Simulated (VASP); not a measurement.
Runs of VASP 6.6.1 on B. The structure is that of space group C2/m (No. 12), or close to it. The cells are those of the table. 

```csv
task,cell,k mesh,cutoff (eV),gap on the mesh (eV),pressure (GPa),largest force (eV/Å)
single point,"a = 3.158, b = 2.898, c = 4.603 Å, angles 108.3, 134.9, 62.4°, 4 atoms",6 × 8 × 4,520,none,0.1,0.01
single point,"a = 3.156, b = 3.156, c = 3.246 Å, angles 92.1, 92.1, 54.9°, 4 atoms",8 × 8 × 6,500,none,0.0,(a)
single point,"a = 3.156, b = 3.156, c = 3.246 Å, angles 92.0, 92.0, 54.8°, 4 atoms",18 × 18 × 14,520,none,0.0,-
single point,"a = 3.148, b = 3.148, c = 3.263 Å, angles 91.9, 91.9, 54.8°, 4 atoms",6 × 6 × 6,520,none,0.0,0.03
relaxation of cell and atoms,"relaxed from a = 3.151, b = 3.151, c = 3.261 Å, angles 91.8, 91.8, 54.7°, 4 atoms",6 × 6 × 6,600,none,0.1,0.03
```

Alike in all rows: level PBE; potentials or basis VASP PAW PBE potentials, release 64 (B); no spin polarisation; smearing gaussian 0.1 eV.

Question: Estimate the missing entries.

Answer: (a) 0.02.

Caveats: some runs use coarse meshes.

A gap of «none» marks levels without a gap at the run's occupations.
